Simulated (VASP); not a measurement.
Input of a VASP 6.6.1 run:

Contents of INCAR:

```
  ALGO = Normal
  EDIFF = 1E-7
  ENCUT = 520
  ISIF = 2
  ISMEAR = 0
  LASPH = True
  LCHARG = True
  LELF = True
  LREAL = False
  LVHAR = True
  LWAVE = False
  NBANDS = 16
  NELM = 100
  PREC = Accurate
  SIGMA = 0.05
```

The input KPOINTS:

```
k-points
0
Gamma
  9 9 6
```

File POSCAR:

```
AlN
1.0
    3.1110021516      0.0000000000      0.0000000000
   -1.5555010758      2.6942068945      0.0000000000
    0.0000000000      0.0000000000      4.9033300000
Al N
2 2
Direct
    0.3333333333      0.6666666667      0.0000000000
    0.6666666667      0.3333333333      0.5000000000
    0.3333333333      0.6666666667      0.3850000000
    0.6666666667      0.3333333333      0.8850000000
```

Potentials or basis: VASP PAW LDA potentials, release 64 (Al, N).

The run is started by

```sh
$ cat potpaw_LDA.64/Al/POTCAR potpaw_LDA.64/N/POTCAR > POTCAR
$ mpirun -np 1 vasp_std > vasp.out
```

Question: Predict the band gap on the k mesh.

Answer: 4.28 eV, direct.

Question: Estimate the pressure.

Answer: -0.9 GPa.

Stress tensor (GPa, compression positive):
```
-2.28  0.00  0.00
 0.00 -2.28  0.00
 0.00  0.00  1.86
```

Caveat: the cell differs from its parent crystal (strain +0.000 along x and y, -0.015 along z). A k mesh can miss the band edges.
